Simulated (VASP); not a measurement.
# As10Se12S3 in VASP: notebook

Runs on As10Se12S3. Level: PBE+D3(BJ). Tasks: single point.

All numbers are computed with VASP 6.6.1; they aren't measurements. Logs are shortened: lines on timing, memory, paths and dates and some standing lists are left out, and cuts for length are marked.

## 1. The cell of the first run

The cell holds a disordered packing, 25 atoms: a = 8.827 Å, b = 8.964 Å, c = 8.864 Å, α = 87.11°, β = 86.18°, γ = 86.85°.

## 2. Single point, PBE+D3(BJ)

INCAR

```
  PREC = Accurate
  ENCUT = 400
  EDIFF = 1E-6
  ISMEAR = -1
  SIGMA = 0.0655
  LREAL = Auto
  LASPH = T
  NELM = 120
  ALGO = Normal
  ISIF = 2
  LWAVE = F
  LCHARG = T
  GGA = PE
  IVDW = 12
  LELF = T
  LVHAR = T
  NBANDS = 88
  ISYM = -1
  GGA_COMPAT = F
```

KPOINTS

```
explicit points
1
Reciprocal
  0.25000000   0.25000000   0.25000000 1
```

POSCAR

```
As10Se12S3
1.0
    8.8186510000      0.2405820000      0.2922810000
    0.2405820000      8.9584340000      0.2205530000
    0.2922810000      0.2205530000      8.8565100000
As S Se
10 3 12
Direct
    0.0532072336      0.6385295309      0.6902134061
    0.2417358068     -0.0038485675      1.0025837525
    0.6838754767      0.7044113620      0.5467038543
    0.0883118368      0.8746161293      0.5500215002
    0.5146397994      0.4466837507      0.4471352851
    0.5788360438      0.4661305351      0.1403147215
    0.7632737446      0.5943694350      0.7982785120
    0.9110002266      0.3312878577      0.6152368610
    0.2340159855      0.2510525137      0.8372934924
    0.6094632333      0.0907778245      0.4118192330
    0.5121712015      0.8404078586      0.1142151496
    0.1576460934      0.3274548273      0.6140371205
    0.3365894305      0.6749118362      0.2931789694
    0.9080362881      0.0258952494      0.4197944756
    1.0043462755      0.9112936427      0.9491614778
    0.8166357260      0.5375518177      0.1489876066
    0.7235014393      0.1065120148      0.1601008446
    0.5474897050      0.8987131255      0.8405581076
    0.3429581983      0.5759903048      0.9159762079
    0.3881477010      0.6895622052      0.5642913279
    0.9556284265      0.5486793929      0.4314376749
    0.1733195201      0.9787009361      0.2937919756
    0.1953274925      0.4248216851      0.0521674777
    0.5023583986      0.2621500305      0.7391278516
    0.3895663034      0.2269899683      0.3037352019
```

Potentials or basis: VASP PAW PBE potentials, release 64 (As, S, Se).

Command:

```sh
$ cat potpaw_PBE.64/As/POTCAR potpaw_PBE.64/S/POTCAR potpaw_PBE.64/Se/POTCAR > POTCAR
$ mpirun -np 1 vasp_std > vasp.out
```

OUTCAR:

```text
PREC = Accurate
   ENCUT = 400
   EDIFF = 1E-6
   ISMEAR = -1
   LREAL = Auto
   LASPH = T
   NELM = 120
   ISIF = 2
   GGA = PE
   IVDW = 12
   ISYM = -1
 IVDW          = 12

 ion  position               nearest neighbor table
   1  0.053  0.639  0.690-   4 2.42  21 2.68   7 2.71
   2  0.242  0.996  0.003-  15 2.35  22 2.61   9 2.65
   3  0.684  0.704  0.547-   7 2.52  20 2.61
   4  0.088  0.875  0.550-  14 2.36   1 2.42  22 2.50
   5  0.515  0.447  0.447-  20 2.62  25 2.72   6 2.74
   6  0.579  0.466  0.140-  16 2.24   5 2.74
   7  0.763  0.594  0.798-   3 2.52   1 2.71
   8  0.911  0.331  0.615-  12 2.17  21 2.51
   9  0.234  0.251  0.837-  12 2.20  24 2.47  23 2.51   2 2.65
  10  0.609  0.091  0.412-  17 2.39  25 2.46  14 2.67
  11  0.512  0.840  0.114-  18 2.46  13 2.61
  12  0.158  0.327  0.614-   8 2.17   9 2.20
  13  0.337  0.675  0.293-  20 2.49  11 2.61
  14  0.908  0.026  0.420-   4 2.36  22 2.55  10 2.67
  15  0.004  0.911  0.949-   2 2.35
  16  0.817  0.538  0.149-   6 2.24
  17  0.724  0.107  0.160-  10 2.39
  18  0.547  0.899  0.841-  11 2.46
  19  0.343  0.576  0.916-  23 2.19
  20  0.388  0.690  0.564-  13 2.49   3 2.61   5 2.62
  21  0.956  0.549  0.431-   8 2.51   1 2.68
  22  0.173  0.979  0.294-   4 2.50  14 2.55   2 2.61
  23  0.195  0.425  0.052-  19 2.19   9 2.51
  24  0.502  0.262  0.739-   9 2.47
  25  0.390  0.227  0.304-  10 2.46   5 2.72

IMPORTANT INFORMATION: All symmetrisations will be switched off!
NOSYMM: (Re-)initialisation of all symmetry stuff for point group C_1.

----------------------------------------------------------------------------------------

                                     Primitive cell

  volume of cell :     698.0000

  direct lattice vectors                    reciprocal lattice vectors
     8.818651000  0.240582000  0.292281000     0.113598598 -0.002960249 -0.003675242
     0.240582000  8.958434000  0.220553000    -0.002960249  0.111772274 -0.002685763
     0.292281000  0.220553000  8.856510000    -0.003675242 -0.002685763  0.113099467

  length of vectors
     8.826772533  8.964377449  8.864075879     0.113696578  0.111843719  0.113191033

  position of ions in fractional coordinates (direct lattice)
     0.053207234  0.638529531  0.690213406
     0.241735807  0.996151432  0.002583753
     0.683875477  0.704411362  0.546703854
     0.088311837  0.874616129  0.550021500
     0.514639799  0.446683751  0.447135285
     0.578836044  0.466130535  0.140314721
[... 17 lines left out ...]
     0.502358399  0.262150031  0.739127852
     0.389566303  0.226989968  0.303735202

  ion indices of the primitive-cell ions
   primitive index   ion index
                 1           1
                 2           2
                 3           3
                 4           4
                 5           5
                 6           6
[... 17 lines left out ...]
                24          24
                25          25

----------------------------------------------------------------------------------------

 KPOINTS: explicit points

Read explicit list of k-points.

 Found      1 k-points:

 Following reciprocal coordinates:
            Coordinates               Weight
  0.250000  0.250000  0.250000      1.000000
   k-points           NKPTS =      1   k-points in BZ     NKDIM =      1   number of bands    NBANDS=     88
   number of dos      NEDOS =    301   number of ions     NIONS =     25
   total plane-waves  NPLWV = 216000
   dimension x,y,z NGX =    60 NGY =   60 NGZ =   60
   dimension x,y,z NGXF=   120 NGYF=  120 NGZF=  120
   ions per type =              10   3  12
   NGX,Y,Z   is equivalent  to a cutoff of  11.30, 11.13, 11.25 a.u.
   NGXF,Y,Z  is equivalent  to a cutoff of  22.60, 22.25, 22.51 a.u.
 SYSTEM =  unknown system
   PREC   = accura    normal or accurate (medium, high low for compatibility)
   ISTART =      0    job   : 0-new  1-cont  2-samecut
   ICHARG =      2    charge: 1-file 2-atom 10-const
   ISPIN  =      1    spin polarized calculation?
   LNONCOLLINEAR =      F non collinear calculations
   LSORBIT =      F    spin-orbit coupling
   LASPH  =      T    aspherical Exc in radial PAW
   ENCUT  =  400.0 eV  29.40 Ry    5.42 a.u.  14.39 14.62 14.46*2*pi/ulx,y,z
   NELM   =    120;   NELMIN=  2; NELMDL= -5     # of ELM steps
   EDIFF  = 0.1E-05   stopping-criterion for ELM
   LREAL  =      T    real-space projection
   EDIFFG = 0.1E-04   stopping-criterion for IOM
   NSW    =      0    number of steps for IOM
   IBRION =     -1    ionic relax: 0-MD 1-quasi-New 2-CG
   NFREE  =      0    steps in history (QN), initial steepest desc. (CG)
   ISIF   =      2    stress and relaxation
   ISYM   =     -1    0-nonsym 1-usesym 2-fastsym
   POTIM  = 0.5000    time-step for ionic-motion
   TEBEG  =    0.0;   TEEND  =   0.0 temperature during run
   PSTRESS=    0.0 pullay stress
   NELECT =     140.0000    total number of electrons
   NUPDOWN=      -1.0000    fix difference up-down
   EMIN   =  10.00;   EMAX   =-10.00  energy-range for DOS
   EFERMI =   0.00;   METHOD = LEGACY
   ISMEAR =    -1;   SIGMA  =   0.07  broadening in eV -4-tet -1-fermi 0-gaus
   EFERMI_NEDOS =   21; number of points for ismear=-14 and -15
   IALGO  =     38    algorithm
   IMIX   =      4    mixing-type and parameters
     AMIX     =   0.40;   BMIX     =  1.00
     AMIX_MAG =   1.60;   BMIX_MAG =  1.00
  volume/ion in A,a.u.               =      27.92       188.41
  Fermi-wavevector in a.u.,A,eV,Ry     =   0.958295  1.810914 12.494618  0.918329
  Thomas-Fermi vector in A             =   2.087389
   LORBIT       =      0    0 simple, 1 ext, 2 COOP (PROOUT), +10 PAW based schemes
   GGA     = PE    functional components
   LHFCALC =     F    Hartree Fock is set to
   AEXX    =    0.0000 exact exchange contribution
   IVDW    =    12    specifies the selected vdW correction
   LEPSILON=     F    determine dielectric tensor
   LRPA    =     F    only Hartree local field effects (RPA)
 non-spin polarized calculation
  energy-cutoff  :      400.00
  volume of cell :      698.00
 maximum number of plane-waves:     12686
 NGX is ok and might be reduce to    60
   NGX = 29   NGY = 29   NGZ = 29

 number of electron     140.0000002 magnetization

 Free energy of the ion-electron system (eV)
  ---------------------------------------------------
  ext. energy  EPLUGINS =         0.00000000
  ---------------------------------------------------
  free energy    TOTEN  =       -91.74467059 eV

  energy without entropy =      -91.56226805  energy(sigma->0) =      -91.65346932

 E-fermi :   2.5563     XC(G=0):  -8.5971

 val. band max:        2.4755476961   @ k =   0.2500   0.2500   0.2500
 cond. band min:       2.6324810973   @ k =   0.2500   0.2500   0.2500
 fundamental gap:      0.1569334012
 Fermi energy:         2.5562681150

 k-point     1 :       0.2500    0.2500    0.2500
  band No.  band energies     occupation
      1     -13.0558      2.00000
      2     -12.6750      2.00000
      3     -12.5069      2.00000
      4     -12.0267      2.00000
      5     -11.5371      2.00000
      6     -11.2963      2.00000
[... 74 lines left out ...]
     81       4.2100      0.00000
     82       4.2504      0.00000
 [bands above 82 left out]

------------------------ aborting loop because EDIFF is reached ----------------------------------------

 Edisp (eV)   -7.43354

 E8    (eV) :    -3.0332

  FORCE on cell =-STRESS in cart. coord.  units (eV):
  Direction    XX          YY          ZZ          XY          YZ          ZX
  --------------------------------------------------------------------------------------
  -------------------------------------------------------------------------------------
  Total      -3.04628    -3.47736   -12.44936     0.41060    -2.19409     1.93013
  in kB      -6.99238    -7.98188   -28.57606     0.94248    -5.03629     4.43038
  external pressure =      -14.52 kB  Pullay stress =        0.00 kB

 VOLUME and BASIS-vectors are now :
 -----------------------------------------------------------------------------
  energy-cutoff  :      400.00
  volume of cell :      698.00
      direct lattice vectors                 reciprocal lattice vectors
     8.818651000  0.240582000  0.292281000     0.113598598 -0.002960249 -0.003675242
     0.240582000  8.958434000  0.220553000    -0.002960249  0.111772274 -0.002685763
     0.292281000  0.220553000  8.856510000    -0.003675242 -0.002685763  0.113099467

 POSITION                                       TOTAL-FORCE (eV/Angst)
 -----------------------------------------------------------------------------------
      0.82457      5.88525      6.26926        -1.062691     -0.254182     -0.018686
      2.37220      8.98268      0.31324        -0.107941     -0.699092     -0.348433
      6.36012      6.59553      5.19713         0.182821     -0.397104     -0.162427
      1.14997      7.97775      5.08998         0.866394      0.724368      1.700833
      4.77658      4.22402      4.20900        -0.096787     -0.559699      0.140638
      5.25771      4.34600      1.51469        -0.539534      0.015690      0.142979
[... 17 lines left out ...]
      4.70923      2.63233      6.75074        -0.493424     -0.258696     -0.186162
      3.57884      2.19419      2.85396         0.056001      0.056824      0.449700
 -----------------------------------------------------------------------------------
    total drift:                                0.025376      0.017083      0.007172

  FREE ENERGIE OF THE ION-ELECTRON SYSTEM (eV)
  ---------------------------------------------------
  free  energy   TOTEN  =       -99.1782090885 eV

  energy  without entropy=      -98.9958065561  energy(sigma->0) =      -99.08700782
```

It took 2 min on 1 thread of Intel Xeon Platinum 8259CL at 2.50GHz (Skylake/Cascade Lake), shared host; peak memory 0.48 GiB.

Results:

```yaml
Free_energy: -99.1782 eV
Pressure: -1.5 GPa
Largest_force: 2.612 eV/Å
Dispersion_energy_per_atom: -0.297 eV
```

Forces on the atoms (eV/Å):
```
As  -1.063 -0.254 -0.019
As  -0.108 -0.699 -0.348
As   0.183 -0.397 -0.162
As   0.866  0.724  1.701
As  -0.097 -0.560  0.141
As  -0.540  0.016  0.143
As   0.323  0.042 -0.796
As  -1.766  0.591 -0.212
As   1.083 -1.050  0.397
As  -0.734  0.273 -0.554
S   -0.024  0.528 -1.406
S    1.005  0.085 -0.396
S    1.134 -0.015  0.605
Se   0.035  0.600 -0.156
Se   0.594 -0.007 -0.379
Se   0.538 -0.069 -0.149
Se  -0.317 -0.347  0.240
Se  -0.233 -0.374  1.389
Se   1.525  2.087 -0.377
Se  -0.603  0.083 -0.634
Se  -0.294 -0.107  0.506
Se   0.288  0.086 -0.232
Se  -1.359 -1.033  0.435
Se  -0.493 -0.259 -0.186
Se   0.056  0.057  0.450
```

Levels at points of the mesh, in eV from the Fermi level:
```csv
k point,band 66,band 67,band 68,band 69,band 70,band 71,band 72,band 73,band 74,band 75
"(0.25, 0.25, 0.25)",-0.65,-0.53,-0.35,-0.22,-0.08,0.08,0.25,0.37,0.48,0.63
```

Caveat: the atoms stand as in a frame of molecular dynamics.

## 3. Single point, PBE+D3(BJ)

INCAR

```
SYSTEM = As10Se12S3
ALGO = Normal
EDIFF = 1E-6
ENCUT = 400
GGA = PE
GGA_COMPAT = .False.
ISIF = 2
ISMEAR = -1
ISYM = -1
IVDW = 12
LASPH = .True.
LCHARG = .True.
LELF = .True.
LREAL = Auto
LVHAR = .True.
LWAVE = .False.
NBANDS = 88
NELM = 120
PREC = Accurate
SIGMA = 0.0655
```

KPOINTS is that of step 2.

POSCAR

```
As10Se12S3
1.0
    8.8186510000      0.2405820000      0.2922810000
    0.2405820000      8.9584340000      0.2205530000
    0.2922810000      0.2205530000      8.8565100000
As S Se
10 3 12
Direct
    0.0482440143      0.6456632575      0.6839203279
    0.2355025382     -0.0144409614      1.0047096520
    0.6887974453      0.6959700116      0.5503226801
    0.0912394353      0.8809611368      0.5636660293
    0.5220951643      0.4392672666      0.4446753619
    0.5754228569      0.4520930205      0.1404203642
    0.7716925404      0.5972465082      0.7826066276
    0.8991947593      0.3388153248      0.6261315936
    0.2203264721      0.2577689588      0.8411910607
    0.6182432157      0.0890995242      0.4045630940
    0.5121973245      0.8464174335      0.0933237302
    0.1500585576      0.3431840615      0.6089141728
    0.3283153657      0.6824490104      0.3028469996
    0.9195945616      0.0284976118      0.4229918724
    1.0211615959      0.9217150515      0.9473117343
    0.8180717721      0.5294913900      0.1407325515
    0.7359544660      0.1047861555      0.1670199200
    0.5463228872      0.8810474367      0.8515605521
    0.3395584622      0.5889411943      0.9260156389
    0.3761475968      0.6784579894      0.5505005086
    0.9558917124      0.5344813906      0.4461938778
    0.1787357602      0.9868951586      0.2960524231
    0.1909722729      0.4225196314      0.0619183472
    0.5061825839      0.2577790436      0.7272811194
    0.3812098424      0.2291784715      0.3118958378
```

Potentials or basis: VASP PAW PBE potentials, release 64 (As, S, Se).

Command:

```sh
$ cat potpaw_PBE.64/As/POTCAR potpaw_PBE.64/S/POTCAR potpaw_PBE.64/Se/POTCAR > POTCAR
$ mpirun -np 1 vasp_std > vasp.out
```

It took 2 min on 1 thread of Intel Xeon Platinum 8259CL at 2.50GHz (Skylake/Cascade Lake), shared host; peak memory 0.48 GiB.

It converged, with:

* Free energy: -99.5829 eV
* Pressure: 0.3 GPa
* Largest force: 3.652 eV/Å
* Dispersion energy per atom: -0.297 eV

Forces on the atoms (eV/Å):
```
As  -0.438 -0.540  0.012
As   2.930  0.978  0.616
As  -0.067  0.079 -1.559
As   1.239  1.168  1.440
As   0.051 -0.623  0.637
As   0.116  0.289 -0.089
As  -0.009 -0.594  0.870
As  -1.553 -0.436  0.574
As   1.647 -0.835 -0.293
As  -1.224  0.302  0.378
S    0.315  0.328 -0.079
S    0.997 -0.416  0.578
S    0.668 -0.316  0.278
Se  -0.443  0.670 -0.195
Se  -3.123 -1.407 -1.266
Se  -0.191 -0.241  0.057
Se  -0.180  0.018 -0.709
Se   0.060  0.050 -0.331
Se   0.776  0.901  0.298
Se  -0.492  0.004 -0.244
Se  -0.484  1.100 -0.949
Se   0.423 -0.034 -0.067
Se  -0.585 -0.162 -0.359
Se  -0.929  0.007  0.040
Se   0.497 -0.292  0.361
```

Stress tensor (GPa, compression positive):
```
 0.70  0.54  0.89
 0.54  0.31 -1.02
 0.89 -1.02 -0.09
```

Levels at points of the mesh, in eV from the Fermi level:
```tsv
k point	band 66	band 67	band 68	band 69	band 70	band 71	band 72	band 73	band 74	band 75
(0.25, 0.25, 0.25)	-0.70	-0.55	-0.44	-0.28	-0.08	0.08	0.26	0.35	0.44	0.71
```

Caveat: the atoms stand as in a frame of molecular dynamics.

(Part 1 of 2 ends here.)
